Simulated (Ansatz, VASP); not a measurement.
PbSe: VASP beside Ansatz

Contents of POSCAR:

```
PbSe
1.0
    2.1158656995     -6.0229012003      0.0000000000
    2.1158656995      6.0229012003      0.0000000000
    0.0000000000      0.0000000000      4.3699238900
Pb Se
2 2
Direct
    0.6317607300      0.3682392700      0.7500000000
    0.3682392700      0.6317607300      0.2500000000
    0.8612899600      0.1387100400      0.7500000000
    0.1387100400      0.8612899600      0.2500000000
```

INCAR.step1

```
SYSTEM = PbSe
  PREC = Accurate
  ENCUT = 520
  ISMEAR = 0
  SIGMA = 0.01
  LREAL = .False.
  LASPH = .True.
  NELM = 60
  NBANDS = 28
  GGA = PE
  ALGO = Normal
  EDIFF = 1E-4
  LWAVE = .True.
  LCHARG = .False.
```

Contents of INCAR.step2:

```
SYSTEM = PbSe
  PREC = Accurate
  ENCUT = 520
  EDIFF = 1E-6
  ISMEAR = 0
  SIGMA = 0.01
  LREAL = .False.
  LASPH = .True.
  NELM = 60
  ALGO = Normal
  ISIF = 2
  LWAVE = .False.
  LCHARG = .False.
  METAGGA = R2SCAN
  LMIXTAU = .True.
  NBANDS = 28
  ISTART = 1
```

The input KPOINTS:

```
regular mesh
0
Gamma
  6 6 4
  0 0 0
```

Input for Ansatz:

```yaml
crystal:
  lattice:
    - [2.115865699485445, -6.0229012002560385, 0.0]
    - [2.115865699485445, 6.0229012002560385, 0.0]
    - [0.0, 0.0, 4.369923889953959]
  atoms:
    - { symbol: Pb, position: [0.63176073, 0.36823927, 0.75] }
    - { symbol: Pb, position: [0.36823927, 0.63176073, 0.25] }
    - { symbol: Se, position: [0.86128996, 0.13871004, 0.75] }
    - { symbol: Se, position: [0.13871004, 0.86128996, 0.25] }
basis:
  ecutwfc: 530.622031796766
kpoints:
  mp_grid:
    grid: [6, 6, 4]
hamiltonian:
  xc: r2scan
scf:
  convergence:
    dr2_threshold: 1.0e-10
  occupations:
    method: fixed
output:
  stress: true
```

Alike in both runs: task single point; functional r2SCAN; k mesh 6 × 6 × 4; no spin polarisation.

|  | VASP | Ansatz |
| --- | --- | --- |
| version | VASP 6.6.1 | Ansatz 0.2.0 |
| potentials or method | VASP PAW PBE potentials, release 64 (Pb_d, Se), cutoff 520 eV | plane waves, PAW |
| occupations | gaussian, width 0.01 eV | fixed |
| valence electrons in the cell | 40 | 60 |

|  | VASP | Ansatz | Ansatz less VASP |
| --- | --- | --- | --- |
| pressure (GPa) | 3.0 | 3.0 | -0.04 |
| traceless stress, the component that is largest in VASP (GPa) | -0.24 | -0.27 | -0.028 |

VASP's potentials were made for PBE, not for r2SCAN. VASP's potentials hold 40 valence electrons a cell and Ansatz's 60, so a difference there can come from the potentials and not from the codes.

Spin-orbit coupling is off throughout.
